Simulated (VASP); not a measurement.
# NaH8ClO4 in VASP: a series of runs, part 2 of 2

VASP 6.6.1.

## Step 3: Single point, PBE+D3(BJ)

Contents of INCAR:

```
ALGO = Normal
EDIFF = 1E-6
ENCUT = 520
GGA = PE
ISIF = 2
ISMEAR = -1
IVDW = 12
LASPH = True
LCHARG = True
LELF = True
LREAL = False
LVHAR = True
LWAVE = False
NBANDS = 36
NELM = 80
PREC = Accurate
SIGMA = 0.05
```

Contents of KPOINTS:

```
k-points
0
Gamma
  1 1 1
```

Contents of POSCAR:

```
NaH8ClO4
1.0
    5.9739610000      0.0000000000      0.0000000000
    0.0000000000      5.9739610000      0.0000000000
    0.0000000000      0.0000000000      5.9739610000
O H Na Cl
4 8 1 1
Direct
    0.5824945961      0.4463035497      0.4364943126
    0.8553788684      0.8131958009      0.4201232649
    0.2307849013      0.1046876603      0.3736381942
    0.1391371654      0.3444448332      0.8348062533
    0.6710790378      0.5777071528      0.4601804397
    0.6211289294      0.3327273144      0.5489992318
    0.7887564047      0.8940132016      0.5508070776
    0.7792819538      0.8789310811      0.2953819083
    0.2204902242      0.1784912891      0.5237898272
    0.1298803256     -0.0143121122      0.3881511781
    0.0562273507      0.4596782604      0.7509088191
    0.0209408799      0.2250600565      0.8514283906
    0.4042543967      0.3544214634      0.1405265284
    0.6975773695      0.0583197647      0.8337349373
```

Potentials or basis: VASP PAW PBE potentials, release 64 (O, H, Na_pv, Cl).

Launch:

```sh
> cat potpaw_PBE.64/O/POTCAR potpaw_PBE.64/H/POTCAR potpaw_PBE.64/Na_pv/POTCAR potpaw_PBE.64/Cl/POTCAR > POTCAR
> mpirun -np 1 vasp_gam > vasp.out
```

OUTCAR:

```text
EDIFF = 1E-6
   ENCUT = 520
   GGA = PE
   ISIF = 2
   ISMEAR = -1
   IVDW = 12
   LASPH = True
   LREAL = False
   NELM = 80
   PREC = Accurate
 IVDW          = 12

 ion  position               nearest neighbor table
   1  0.582  0.446  0.436-   5 0.96   6 0.98  13 2.14
   2  0.855  0.813  0.420-   8 0.96   7 1.00
   3  0.231  0.105  0.374-  10 0.94   9 1.00  13 2.29
   4  0.139  0.344  0.835-  11 0.99  12 1.01
   5  0.671  0.578  0.460-   1 0.96
   6  0.621  0.333  0.549-   1 0.98
   7  0.789  0.894  0.551-   2 1.00
   8  0.779  0.879  0.295-   2 0.96
   9  0.220  0.178  0.524-   3 1.00
  10  0.130  0.986  0.388-   3 0.94
  11  0.056  0.460  0.751-   4 0.99
  12  0.021  0.225  0.851-   4 1.01
  13  0.404  0.354  0.141-   1 2.14   3 2.29
  14  0.698  0.058  0.834-

  LATTYP: Found a simple cubic cell.
 ALAT       =     5.9739610000

  Lattice vectors:

 A1 = (   5.9739610000,   0.0000000000,   0.0000000000)
 A2 = (   0.0000000000,   5.9739610000,   0.0000000000)
 A3 = (   0.0000000000,   0.0000000000,   5.9739610000)

Analysis of symmetry for initial positions (statically):
=====================================================================
 Subroutine PRICEL returns:
 Original cell was already a primitive cell.

 Routine SETGRP: Setting up the symmetry group for a
 simple cubic supercell.

 Subroutine GETGRP returns: Found  1 space group operations
 (whereof  1 operations were pure point group operations)
 out of a pool of 48 trial point group operations.

The static configuration has the point symmetry C_1 .

Analysis of symmetry for dynamics (positions and initial velocities):
=====================================================================
 Subroutine PRICEL returns:
 Original cell was already a primitive cell.

 Routine SETGRP: Setting up the symmetry group for a
 simple cubic supercell.

 Subroutine GETGRP returns: Found  1 space group operations
 (whereof  1 operations were pure point group operations)
 out of a pool of 48 trial point group operations.

The dynamic configuration has the point symmetry C_1 .

 Subroutine INISYM returns: Found  1 space group operations
 (whereof  1 operations are pure point group operations),
 and found     1 'primitive' translations

----------------------------------------------------------------------------------------

                                     Primitive cell

  volume of cell :     213.2000

  direct lattice vectors                    reciprocal lattice vectors
     5.973961000  0.000000000  0.000000000     0.167393125  0.000000000  0.000000000
     0.000000000  5.973961000  0.000000000     0.000000000  0.167393125  0.000000000
     0.000000000  0.000000000  5.973961000     0.000000000  0.000000000  0.167393125

  length of vectors
     5.973961000  5.973961000  5.973961000     0.167393125  0.167393125  0.167393125

  position of ions in fractional coordinates (direct lattice)
     0.582494596  0.446303550  0.436494313
[... 60 lines left out ...]
   k-points           NKPTS =      1   k-points in BZ     NKDIM =      1   number of bands    NBANDS=     36
   number of dos      NEDOS =    301   number of ions     NIONS =     14
   total plane-waves  NPLWV = 110592
   dimension x,y,z NGX =    48 NGY =   48 NGZ =   48
   dimension x,y,z NGXF=    96 NGYF=   96 NGZF=   96
   ions per type =               4   8   1   1
   NGX,Y,Z   is equivalent  to a cutoff of  13.36, 13.36, 13.36 a.u.
   NGXF,Y,Z  is equivalent  to a cutoff of  26.72, 26.72, 26.72 a.u.
 SYSTEM =  unknown system
   PREC   = accura    normal or accurate (medium, high low for compatibility)
   ISTART =      0    job   : 0-new  1-cont  2-samecut
   ICHARG =      2    charge: 1-file 2-atom 10-const
   ISPIN  =      1    spin polarized calculation?
   LNONCOLLINEAR =      F non collinear calculations
   LSORBIT =      F    spin-orbit coupling
   LASPH  =      T    aspherical Exc in radial PAW
   ENCUT  =  520.0 eV  38.22 Ry    6.18 a.u.  11.11 11.11 11.11*2*pi/ulx,y,z
   NELM   =     80;   NELMIN=  2; NELMDL= -5     # of ELM steps
   EDIFF  = 0.1E-05   stopping-criterion for ELM
   LREAL  =      F    real-space projection
   EDIFFG = 0.1E-04   stopping-criterion for IOM
   NSW    =      0    number of steps for IOM
   IBRION =     -1    ionic relax: 0-MD 1-quasi-New 2-CG
   NFREE  =      0    steps in history (QN), initial steepest desc. (CG)
   ISIF   =      2    stress and relaxation
   ISYM   =      2    0-nonsym 1-usesym 2-fastsym
   POTIM  = 0.5000    time-step for ionic-motion
   TEBEG  =    0.0;   TEEND  =   0.0 temperature during run
   PSTRESS=    0.0 pullay stress
   NELECT =      46.0000    total number of electrons
   NUPDOWN=      -1.0000    fix difference up-down
   EMIN   =  10.00;   EMAX   =-10.00  energy-range for DOS
   EFERMI =   0.00;   METHOD = LEGACY
   ISMEAR =    -1;   SIGMA  =   0.05  broadening in eV -4-tet -1-fermi 0-gaus
   EFERMI_NEDOS =   21; number of points for ismear=-14 and -15
   IALGO  =     38    algorithm
   IMIX   =      4    mixing-type and parameters
     AMIX     =   0.40;   BMIX     =  1.00
     AMIX_MAG =   1.60;   BMIX_MAG =  1.00
  volume/ion in A,a.u.               =      15.23       102.77
  Fermi-wavevector in a.u.,A,eV,Ry     =   0.981895  1.855513 13.117620  0.964118
  Thomas-Fermi vector in A             =   2.112936
   LORBIT       =      0    0 simple, 1 ext, 2 COOP (PROOUT), +10 PAW based schemes
   GGA     = PE    functional components
   LHFCALC =     F    Hartree Fock is set to
   AEXX    =    0.0000 exact exchange contribution
   IVDW    =    12    specifies the selected vdW correction
   LEPSILON=     F    determine dielectric tensor
   LRPA    =     F    only Hartree local field effects (RPA)
 non-spin polarized calculation
  energy-cutoff  :      520.00
  volume of cell :      213.20
 maximum number of plane-waves:      2872
 NGX is ok and might be reduce to    48
   NGX = 23   NGY = 23   NGZ = 23

 number of electron      45.9999990 magnetization

 Free energy of the ion-electron system (eV)
  ---------------------------------------------------
  ext. energy  EPLUGINS =         0.00000000
  ---------------------------------------------------
  free energy    TOTEN  =       -64.70129389 eV

  energy without entropy =      -64.70129389  energy(sigma->0) =      -64.70129389

 E-fermi :  -2.1608     XC(G=0):  -6.1203

 val. band max:       -3.3922878389   @ k =   0.0000   0.0000   0.0000
 cond. band min:       0.7515008071   @ k =   0.0000   0.0000   0.0000
 fundamental gap:      4.1437886461
 Fermi energy:        -2.1608033523

 k-point     1 :       0.0000    0.0000    0.0000
  band No.  band energies     occupation
      1     -24.4457      2.00000
      2     -24.4264      2.00000
      3     -24.4040      2.00000
      4     -22.7444      2.00000
      5     -22.3911      2.00000
      6     -22.1185      2.00000
[... 27 lines left out ...]
     34       7.4710      0.00000
     35       7.7515      0.00000
 [bands above 35 left out]

------------------------ aborting loop because EDIFF is reached ----------------------------------------

 Edisp (eV)   -0.57728

 E8    (eV) :    -0.1585

  FORCE on cell =-STRESS in cart. coord.  units (eV):
  Direction    XX          YY          ZZ          XY          YZ          ZX
  --------------------------------------------------------------------------------------
  -------------------------------------------------------------------------------------
  Total       0.90056     1.61645    -1.11365     2.50757     0.20656     0.76868
  in kB       6.76762    12.14745    -8.36898    18.84415     1.55227     5.77655
  external pressure =        3.52 kB  Pullay stress =        0.00 kB

 VOLUME and BASIS-vectors are now :
 -----------------------------------------------------------------------------
  energy-cutoff  :      520.00
  volume of cell :      213.20
      direct lattice vectors                 reciprocal lattice vectors
     5.973961000  0.000000000  0.000000000     0.167393125  0.000000000  0.000000000
     0.000000000  5.973961000  0.000000000     0.000000000  0.167393125  0.000000000
     0.000000000  0.000000000  5.973961000     0.000000000  0.000000000  0.167393125

 POSITION                                       TOTAL-FORCE (eV/Angst)
 -----------------------------------------------------------------------------------
      3.47980      2.66620      2.60760        -0.710904     -1.119119      0.156415
      5.11000      4.85800      2.50980         0.245476     -0.350913      0.752675
      1.37870      0.62540      2.23210         1.436356      2.214302      0.916039
      0.83120      2.05770      4.98710        -0.685996     -0.080363     -0.412563
      4.00900      3.45120      2.74910         0.977095      0.888309      0.178708
      3.71060      1.98770      3.27970         0.013819      0.104533      0.129114
      4.71200      5.34080      3.29050         0.168849      0.126528      0.297696
      4.65540      5.25070      1.76460        -0.353877      0.386756     -1.072983
      1.31720      1.06630      3.12910         0.257564     -0.309412     -0.750528
      0.77590      5.88846      2.31880        -1.642959     -1.864659     -0.020356
      0.33590      2.74610      4.48590         0.410848     -0.254484      0.332037
      0.12510      1.34450      5.08640         0.135923      0.393422      0.087324
      2.41500      2.11730      0.83950        -0.277209     -0.418098     -0.701080
      4.16730      0.34840      4.98070         0.025016      0.283197      0.107502
 -----------------------------------------------------------------------------------
    total drift:                               -0.000109     -0.000178      0.000010

  FREE ENERGIE OF THE ION-ELECTRON SYSTEM (eV)
  ---------------------------------------------------
  free  energy   TOTEN  =       -65.2785777040 eV

  energy  without entropy=      -65.2785777040  energy(sigma->0) =      -65.27857770
```

Run time: 20 s. Hardware: 1 thread of AMD EPYC 7R13 (Zen 3), shared host; peak memory 0.28 GiB.

Results:

- Free energy: -65.2786 eV
- Pressure: 0.4 GPa
- Largest force: 2.794 eV/Å
- Band gap on the k mesh: 4.14 eV
- Dispersion energy per atom: -0.041 eV

Forces on the atoms (eV/Å):
```
O   -0.711 -1.119  0.156
O    0.245 -0.351  0.753
O    1.436  2.214  0.916
O   -0.686 -0.080 -0.413
H    0.977  0.888  0.179
H    0.014  0.105  0.129
H    0.169  0.127  0.298
H   -0.354  0.387 -1.073
H    0.258 -0.309 -0.751
H   -1.643 -1.865 -0.020
H    0.411 -0.254  0.332
H    0.136  0.393  0.087
Na  -0.277 -0.418 -0.701
Cl   0.025  0.283  0.108
```

Stress tensor (GPa, compression positive):
```
 0.68  1.88  0.58
 1.88  1.21  0.16
 0.58  0.16 -0.84
```

Levels at points of the mesh, in eV from the valence-band top:
| k point | band 20 | band 21 | band 22 | band 23 | band 24 | band 25 | band 26 | band 27 |
| --- | --- | --- | --- | --- | --- | --- | --- | --- |
| (0.00, 0.00, 0.00) | -0.78 | -0.26 | -0.15 | 0.00 | 4.14 | 7.29 | 7.63 | 8.17 |

Caveat: the k points lie up to 1.05 Å⁻¹ apart.

## Step 4: Single point, PBE+D3(BJ)

Contents of INCAR:

```
ALGO     = Normal         # electronic algorithm
EDIFF    = 1E-6           # SCF threshold, eV
ENCUT    = 520            # plane-wave cutoff, eV
GGA      = PE             # functional
ISIF     = 2              # what is computed and relaxed
ISMEAR   = -1             # smearing method
IVDW     = 12             # dispersion correction
LASPH    = T              # aspherical terms in the spheres
LCHARG   = T              # write CHGCAR
LELF     = T              # ELF
LREAL    = F              # projectors in reciprocal space
LVHAR    = T            
LWAVE    = F              # write WAVECAR
NBANDS   = 36             # bands
NELM     = 80             # most SCF steps
PREC     = Accurate       # precision mode
SIGMA    = 0.05           # smearing width, eV
```

KPOINTS is that of step 3.

Contents of POSCAR:

```
NaH8ClO4
1.0
    5.9739610000      0.0000000000      0.0000000000
    0.0000000000      5.9739610000      0.0000000000
    0.0000000000      0.0000000000      5.9739610000
O H Na Cl
4 8 1 1
Direct
    0.5964049648      0.4563136586      0.4101968526
    0.8523992708      0.8290479298      0.4166917059
    0.2465031158      0.0706733773      0.3512242547
    0.1610656648      0.3925201386      0.8203937053
    0.6703759867      0.5996189128      0.4282920494
    0.6481963977      0.3611506670      0.5311551247
    0.7866472513      0.9148034277      0.5428056862
    0.8130451471      0.9048435368      0.2761149596
    0.3389375994      0.0542353725      0.4883694420
    0.1185478111     -0.0166388766      0.3773543215
    0.1899911968      0.4261996354      0.6634961293
    0.0104118524      0.3189508602      0.8111033868
    0.4179136757      0.2788602068      0.0980588926
    0.7128771011      0.1112829495      0.8381038979
```

Launch:

```sh
> cat potpaw_PBE.64/O/POTCAR potpaw_PBE.64/H/POTCAR potpaw_PBE.64/Na_pv/POTCAR potpaw_PBE.64/Cl/POTCAR > POTCAR
> mpirun -np 1 vasp_gam > vasp.out
```

Wall time 22 s (1 thread of AMD EPYC 7R13 (Zen 3), shared host); peak memory 0.28 GiB.

Results (log left out):

| Quantity | Value |
| --- | --- |
| Free energy | -65.4210 eV |
| Pressure | 0.4 GPa |
| Largest force | 2.841 eV/Å |
| Band gap on the k mesh | 4.50 eV |
| Dispersion energy per atom | -0.041 eV |

Forces in eV/Å, atoms in the order of the input:
```
O   -0.892 -0.696 -0.459
O    0.039  0.094 -0.313
O    2.526  1.154  0.600
O   -0.708 -0.289 -0.328
H    0.601  0.463 -0.061
H    0.123 -0.202  0.504
H    0.086  0.316  0.115
H   -0.198 -0.062  0.176
H   -0.566  0.121 -0.627
H   -1.823 -1.404  0.441
H    0.321  0.105  0.052
H    0.447  0.126  0.382
Na  -0.155  0.413 -0.067
Cl   0.198 -0.138 -0.414
```

Stress tensor (GPa, compression positive):
```
 1.15  1.08 -1.22
 1.08  1.62 -0.06
-1.22 -0.06 -1.69
```

Levels at points of the mesh, in eV from the valence-band top:
| k point | band 20 | band 21 | band 22 | band 23 | band 24 | band 25 | band 26 | band 27 |
| --- | --- | --- | --- | --- | --- | --- | --- | --- |
| (0.00, 0.00, 0.00) | -0.46 | -0.28 | -0.11 | 0.00 | 4.50 | 7.55 | 7.85 | 8.32 |

Caveat: the k points lie up to 1.05 Å⁻¹ apart.
